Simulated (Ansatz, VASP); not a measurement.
## Two plane-wave programs on In2S

```
CELL_PARAMETERS angstrom
0.00000 3.62907 3.62907
3.62907 0.00000 3.62907
3.62907 3.62907 0.00000
ATOMIC_POSITIONS crystal
S 0.00000 0.00000 0.00000
In 0.25000 0.25000 0.25000
In 0.75000 0.75000 0.75000
```

Alike in both runs: task single point; functional PBE; k mesh 4 × 4 × 4; occupations gaussian, width 0.05 eV; no spin polarisation.

```csv
,VASP,Ansatz
version,VASP 6.6.1,Ansatz 0.2.0
potentials or method,"VASP PAW PBE potentials, release 64 (S, In_d), cutoff 500 eV","scalar-relativistic, plane waves, PAW"
valence electrons in the cell,32,32
```

VASP gave:

| Quantity | Value |
| --- | --- |
| gap on the k mesh at the Fermi level (eV) | 0.23 |
| least direct gap on the mesh (eV) | 1.23 |
| pressure (GPa) | -0.2 |

Task: What did Ansatz give for the same quantities?

Result: gap on the k mesh at the Fermi level (eV): 0.23; least direct gap on the mesh (eV): 1.23; pressure (GPa): -0.1.

The functional is the same, so the differences come from potentials, cutoffs and numerics.
